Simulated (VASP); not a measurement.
A run of VASP 6.6.1 is set up as follows.

The input INCAR:

```
PREC = Accurate
ENCUT = 520
EDIFF = 1E-6
ISMEAR = 0
SIGMA = 0.15
LREAL = F
LASPH = T
NELM = 100
ALGO = Normal
ISIF = 2
LWAVE = F
LCHARG = T
GGA = CA
LELF = T
LVHAR = T
NBANDS = 15
```

File KPOINTS:

```
Automatic mesh
0
Gamma
  18 18 18
```

File POSCAR:

```
ZrC
1.0
    0.0000000000      2.3502100000      2.3502100000
    2.3502100000      0.0000000000      2.3502100000
    2.3502100000      2.3502100000      0.0000000000
Zr C
1 1
Direct
    0.5451304425      0.4548695575      0.5000000000
    0.0000000000      0.0000000000      0.0000000000
```

Potentials or basis: VASP PAW LDA potentials, release 64 (Zr_sv, C).

Launch:

```sh
$ cat potpaw_LDA.64/Zr_sv/POTCAR potpaw_LDA.64/C/POTCAR > POTCAR
$ mpirun -np 1 vasp_std > vasp.out
```

What does it give for the pressure?

-6.3 GPa.

What does it give for the largest force?

0.954 eV/Å.

Estimate the band gap on the k mesh.

zero (band 8 reaches 9.97 eV, above the bottom of band 9 at 9.41 eV).

Stress tensor (GPa, compression positive):
```
-5.32  1.08  0.00
 1.08 -5.32  0.00
 0.00  0.00 -8.36
```

Caveat: the cell differs from its parent crystal (all Zr atoms moved -0.150 Å, as atom 1 along Cartesian [1 -1 0]).
